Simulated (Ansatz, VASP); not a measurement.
One calculation of La3Tl, two programs

INCAR

```
ALGO = Normal
EDIFF = 1E-8
ENCUT = 520
GGA = CA
ISIF = 2
ISMEAR = -1
LASPH = T
LCHARG = F
LEFG = T
LREAL = F
LWAVE = F
NBANDS = 31
NELM = 60
PREC = Accurate
SIGMA = 0.08
```

The input KPOINTS:

```
k-points
0
Gamma
  8 8 8
```

Contents of POSCAR:

```
La3Tl
1.0
    4.9567057101      0.0000000000      0.0000000000
    0.0000000000      4.9567057101      0.0000000000
    0.0000000000      0.0000000000      4.9567057101
La Tl
3 1
Direct
    0.0000000000      0.5000000000      0.5000000000
    0.5000000000      0.0000000000      0.5000000000
    0.5000000000      0.5000000000      0.0000000000
    0.0000000000      0.0000000000      0.0000000000
```

Input for Ansatz:

```yaml
crystal:
  lattice:
    - [4.9567057101, 0.0, 0.0]
    - [0.0, 4.9567057101, 0.0]
    - [0.0, 0.0, 4.9567057101]
  atoms:
    - { symbol: La, position: [0.0, 0.5, 0.5] }
    - { symbol: La, position: [0.5, 0.0, 0.5] }
    - { symbol: La, position: [0.5, 0.5, 0.0] }
    - { symbol: Tl, position: [0.0, 0.0, 0.0] }
kpoints:
  mp_grid: { grid: [8, 8, 8] }
scf:
  occupations: { method: fermi_dirac, width: 0.08 }
hamiltonian:
  xc: lda
  pseudopotentials: { kind: paw }
output:
  forces: true
  stress: true
  eigenvalues: true
  efg: { contact_densities: true }
  write_density: true
  write_potential: true
  elf: true
  volumetric_format: npy
```

Change from the starting cell: volume scaled by 0.94, PAW files.

Alike in both runs: task electric field gradients; functional LDA; k mesh 8 × 8 × 8; occupations fermi-dirac, width 0.08 eV; no spin polarisation.

|  | VASP | Ansatz |
| --- | --- | --- |
| version | VASP 6.6.1 | Ansatz 0.2.0 |
| potentials or method | VASP PAW LDA potentials, release 64 (La, Tl_d) | PAW with Ansatz's default frozen-core files, scalar-relativistic |
| plane-wave cutoff (eV) | 520 | 420 |
| valence electrons in the cell | 46 | 46 |

|  | VASP | Ansatz | Ansatz less VASP |
| --- | --- | --- | --- |
| pressure (GPa) | -1.3 | -1.3 | +0.01 |
| size of Vzz on the site where it differs most (V/Å²) | 149.1 | 139.9 | -9.11 |

LDA's correlation is that of Perdew and Zunger in VASP and of Perdew and Wang (1992) in Ansatz.

Neither program's run includes spin-orbit coupling.
